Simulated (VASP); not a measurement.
Here is a VASP 6.6.1 calculation.

INCAR

```
SYSTEM = Pd
PREC     = Accurate       ! precision mode
ENCUT    = 520            ! plane-wave cutoff, eV
EDIFF    = 1E-7           ! SCF threshold, eV
ISMEAR   = -1             ! smearing method
SIGMA    = 0.05           ! smearing width, eV
LREAL    = .False.        ! projectors in reciprocal space
LASPH    = .True.         ! aspherical terms in the spheres
NELM     = 80             ! most SCF steps
ALGO     = Normal         ! electronic algorithm
ISIF     = 2              ! what is computed and relaxed
LWAVE    = .False.        ! write WAVECAR
LCHARG   = .True.         ! write CHGCAR
LELF     = .True.         ! ELF
LVHAR    = .True.       
NBANDS   = 11             ! bands
```

The input KPOINTS:

```
Automatic mesh
0
Gamma
  18 18 18
  0 0 0
```

File POSCAR:

```
Pd
1.0
    0.0000000000      1.9254510000      1.9449000000
    1.9254510000      0.0000000000      1.9449000000
    1.9254510000      1.9254510000      0.0000000000
Pd
1
Direct
    0.0000000000      0.0000000000      0.0000000000
```

Potentials or basis: VASP PAW LDA potentials, release 64 (Pd).

Command:

```bash
$ cat potpaw_LDA.64/Pd/POTCAR > POTCAR
$ mpirun -np 1 vasp_std > vasp.out
```

Q: Estimate the band gap on the k mesh.

A: Zero (bands 5 and 6 overlap by 1.65 eV).

Q: Predict the pressure.

A: -3.9 GPa.

Stress tensor (GPa, compression positive):
```
-3.63  0.00  0.00
 0.00 -3.63  0.00
 0.00  0.00 -4.31
```

Caveat: the cell differs from its parent crystal (equal xx and yy strain of -1 %); the cell stands under tension.
